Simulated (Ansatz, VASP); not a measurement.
## Two plane-wave programs on Bi

The input INCAR:

```
PREC     = Accurate       # precision mode
ENCUT    = 520            # plane-wave cutoff, eV
EDIFF    = 1E-6           # SCF threshold, eV
ISMEAR   = -1             # smearing method
SIGMA    = 0.1            # smearing width, eV
LREAL    = False          # projectors in reciprocal space
LASPH    = True           # aspherical terms in the spheres
NELM     = 100            # most SCF steps
ALGO     = Normal         # electronic algorithm
ISIF     = 2              # what is computed and relaxed
LWAVE    = False          # write WAVECAR
LCHARG   = False          # write CHGCAR
GGA      = CA             # functional
NBANDS   = 38             # bands
```

The input KPOINTS:

```
regular mesh
0
Gamma
  12 12 3
```

The input POSCAR:

```
Bi
1.0
    3.3968072976      0.0000000000      0.0000000000
   -1.6984036488      2.9417214115      0.0000000000
    0.0000000000      0.0000000000     11.3201579862
Bi
4
Direct
    0.0000000000      0.0000000000      0.0000000000
    0.0000000000      0.0000000000      0.5000000000
    0.3333333333      0.6666666667      0.2500000000
    0.6666666667      0.3333333333      0.7500000000
```

Input for Ansatz:

```yaml
crystal:
  lattice:
    - [3.3968072976, 0.0, 0.0]
    - [-1.6984036488, 2.9417214115, 0.0]
    - [0.0, 0.0, 11.3201579862]
  atoms:
    - { symbol: Bi, position: [0.0, 0.0, 0.0] }
    - { symbol: Bi, position: [0.0, 0.0, 0.5] }
    - { symbol: Bi, position: [0.3333333333, 0.6666666667, 0.25] }
    - { symbol: Bi, position: [0.6666666667, 0.3333333333, 0.75] }
hamiltonian:
  xc: lda
  pseudopotentials:
    kind: paw
    azcp:
      Bi: "pseudopotentials/Bi.paw.azcp"
basis:
  ecutwfc: 420
  fft_grid_basis: typed
kpoints:
  mp_grid: { grid: [12, 12, 3], shift: [0, 0, 0] }
magnetization:
  spin_polarized: false
scf:
  occupations: { method: fermi_dirac, width: 0.1 }
  lower_state_search: "off"
output:
  stress: true
  write_density: true
  write_potential: true
  elf: true
  volumetric_format: npy
```

Alike in both runs: task single point; functional LDA; k mesh 12 × 12 × 3; occupations fermi-dirac, width 0.1 eV; no spin polarisation.

|  | VASP | Ansatz |
| --- | --- | --- |
| version | VASP 6.6.1 | Ansatz 0.2.0 |
| potentials or method | VASP PAW LDA potentials, release 64 (Bi_d), cutoff 520 eV | plane waves (420 eV) with PAW, scalar-relativistic |
| valence electrons in the cell | 60 | 60 |

```csv
,VASP,Ansatz,Ansatz less VASP
pressure (GPa),2.7,2.7,-0.08
"traceless stress, the component that is largest in VASP (GPa)",0.15,0.16,+0.009
```

Ansatz warns that its potentials were made for another functional, while VASP's fit it. LDA's correlation is that of Perdew and Zunger in VASP and of Perdew and Wang (1992) in Ansatz.

Neither program's run includes spin-orbit coupling.
